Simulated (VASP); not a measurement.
Wanted: the native input for a VASP 6.6.1 run.

- Task: single point
- Functional: HSE06
- Potentials or basis: VASP PAW PBE potentials, release 64 (Na_pv, H)
- Cutoff: 520 eV
- k mesh: 6 × 6 × 4
- Occupations: gaussian, width 0.01 eV
- Spin: no spin polarisation
- Dipole correction: no
- Grid for exact exchange (PRECFOCK): Normal
- Further INCAR settings: ALGO = Normal; EDIFF = 1e-07; NBANDS = 16
- Share of exact exchange: 0.25
- Screening parameter: 0.2079 1/Å

Crystal: NaH.

```xyz
4
Lattice="4.0719 0.0000 0.0000 -2.0359 3.5264 0.0000 0.0000 0.0000 4.7478" Properties=species:S:1:pos:R:3 pbc="T T T"
Na    0.0000    2.3509   -0.2967
Na    2.0359    1.1755    2.0772
H     0.0000    2.3509    2.0772
H     2.0359    1.1755    4.4511
```

This cell differs from its parent crystal: epitaxial xy strain +3.0%.

These files were run (other wordings do the same):

POSCAR

```
NaH
1.0
    4.0718799986      0.0000000000      0.0000000000
   -2.0359399993      3.5263515200      0.0000000000
    0.0000000000      0.0000000000      4.7478154542
Na H
2 2
Direct
    0.3333333333      0.6666666667     -0.0625000000
    0.6666666667      0.3333333333      0.4375000000
    0.3333333333      0.6666666667      0.4375000000
    0.6666666667      0.3333333333      0.9375000000
```

INCAR.step1

```
PREC = Accurate ; ENCUT = 520
EDIFF = 1E-5 ; ISMEAR = 0
SIGMA = 0.01 ; LREAL = False
LASPH = True ; NELM = 60
ALGO = Normal ; ISIF = 2
LWAVE = True ; LCHARG = False
GGA = PE ; NBANDS = 16
```

INCAR.step2

```
PREC = Accurate ; ENCUT = 520
EDIFF = 1E-7 ; ISMEAR = 0
SIGMA = 0.01 ; LREAL = False
LASPH = True ; NELM = 60
ALGO = Normal ; ISIF = 2
LWAVE = False ; LCHARG = False
GGA = PE ; LHFCALC = True
HFSCREEN = 0.2079 ; PRECFOCK = Normal
ISTART = 1 ; NBANDS = 16
```

KPOINTS

```
Automatic mesh
0
Gamma
  6 6 4
```

Potentials or basis: VASP PAW PBE potentials, release 64 (Na_pv, H).

Launch:

```console
$ cat potpaw_PBE.64/Na_pv/POTCAR potpaw_PBE.64/H/POTCAR > POTCAR
$ cp INCAR.step1 INCAR
$ mpirun -np 1 vasp_std > vasp.out
$ cp INCAR.step2 INCAR
$ mpirun -np 1 vasp_std > vasp.out
```

Results of the run:

The pressure is -0.6 GPa. The band gap on the k mesh is 4.04 eV (least direct gap 5.16 eV).

Caveat: the cell differs from its parent crystal (epitaxial xy strain +3.0%); the PAW data sets were made with another functional, which shifts forces and pressure a little.

Wall time 37 min on 1 thread of AMD EPYC 7R13 Processor (Zen 3) (shared host), peak memory 0.27 GiB.
